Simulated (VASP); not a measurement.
Wanted: the native input for a VASP 6.6.1 run.

```
Task                   : single point
Functional             : PBE
Potentials or basis    : VASP PAW PBE potentials, release 64 (Cu)
Cutoff                 : 520 eV
k mesh                 : 24 × 24 × 24
Occupations            : gaussian, width 0.15 eV
Spin                   : no spin polarisation
Dipole correction      : no
Further INCAR settings : ALGO = Fast; EDIFF = 1e-06; NBANDS = 12
```

The structure of Cu lies in POSCAR:

```
Cu
1.0
    0.4405865138      2.0524883935      2.0524883935
    2.0524883935      0.4405865138      2.0524883935
    2.0524883935      2.0524883935      0.4405865138
Cu
1
Direct
    0.0000000000      0.0000000000      0.0000000000
```

This cell differs from its parent crystal: ratio of the length along [111] to the lengths across it x 1.41, volume and fractional coordinates fixed.

One way to write it, as run:

INCAR

```
SYSTEM = Cu
ALGO     = Fast           ! electronic algorithm
EDIFF    = 1E-6           ! SCF threshold, eV
ENCUT    = 520            ! plane-wave cutoff, eV
GGA      = PE             ! functional
ISIF     = 2              ! what is computed and relaxed
ISMEAR   = 0              ! smearing method
LASPH    = .TRUE.         ! aspherical terms in the spheres
LCHARG   = .FALSE.        ! write CHGCAR
LREAL    = .FALSE.        ! projectors in reciprocal space
LWAVE    = .FALSE.        ! write WAVECAR
NBANDS   = 12             ! bands
NELM     = 100            ! most SCF steps
PREC     = Accurate       ! precision mode
SIGMA    = 0.15           ! smearing width, eV
```

KPOINTS

```
k-points
0
G
  24 24 24
  0 0 0
```

Potentials or basis: VASP PAW PBE potentials, release 64 (Cu).

The run is started by

```bash
$ cat potpaw_PBE.64/Cu/POTCAR > POTCAR
$ mpirun -np 1 vasp_std > vasp.out
```

Results of the run:

```yaml
Pressure: 27.3 GPa
```

Run time: 76 s on 1 thread of Intel(R) Xeon(R) 6975P-C (Granite Rapids), on a shared host, peak memory 0.29 GiB.
